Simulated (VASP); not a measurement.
Here is a VASP 6.6.1 calculation.

Contents of POSCAR:

```
Ti3Al
1.0
    2.9275422200      0.0000000000      0.0000000000
   -1.4637711100      2.5353259400      0.0000000000
    0.0000000000      0.0000000000      9.2263620000
Ti Al
3 1
Direct
    0.6666666700      0.3333333300      0.0000000000
    0.3333333300      0.6666666700      0.7505940000
    0.3333333300      0.6666666700      0.2494060000
    0.6666666700      0.3333333300      0.5000000000
```

Contents of INCAR.step1:

```
ALGO = Normal
EDIFF = 1E-4
ENCUT = 520
GGA = PE
ISMEAR = 0
LASPH = T
LCHARG = F
LREAL = F
LWAVE = T
NBANDS = 28
NELM = 60
PREC = Accurate
SIGMA = 0.1
```

The input INCAR.step2:

```
ALGO = Normal
EDIFF = 1E-6
ENCUT = 520
ISIF = 2
ISMEAR = 0
ISTART = 1
LASPH = T
LCHARG = T
LELF = T
LMIXTAU = T
LREAL = F
LVHAR = T
LWAVE = F
METAGGA = R2SCAN
NBANDS = 28
NELM = 60
PREC = Accurate
SIGMA = 0.1
```

File KPOINTS:

```
k-points
0
Gamma
  9 9 2
```

Potentials or basis: VASP PAW PBE potentials, release 64 (Ti_sv, Al).

The run is started by

```sh
$ cat potpaw_PBE.64/Ti_sv/POTCAR potpaw_PBE.64/Al/POTCAR > POTCAR
$ cp INCAR.step1 INCAR
$ mpirun -np 1 vasp_std > vasp.out
$ cp INCAR.step2 INCAR
$ mpirun -np 1 vasp_std > vasp.out
```

Task: What does it give for the largest force?

Result: 0.014 eV/Å.

Task: Estimate the pressure.

Result: -0.5 GPa.

Forces on the atoms (eV/Å):
```
Ti   0.000  0.000  0.000
Ti   0.000  0.000 -0.014
Ti   0.000  0.000  0.014
Al   0.000  0.000  0.000
```

Caveat: the PAW data sets were made with another functional, which shifts forces and pressure a little.
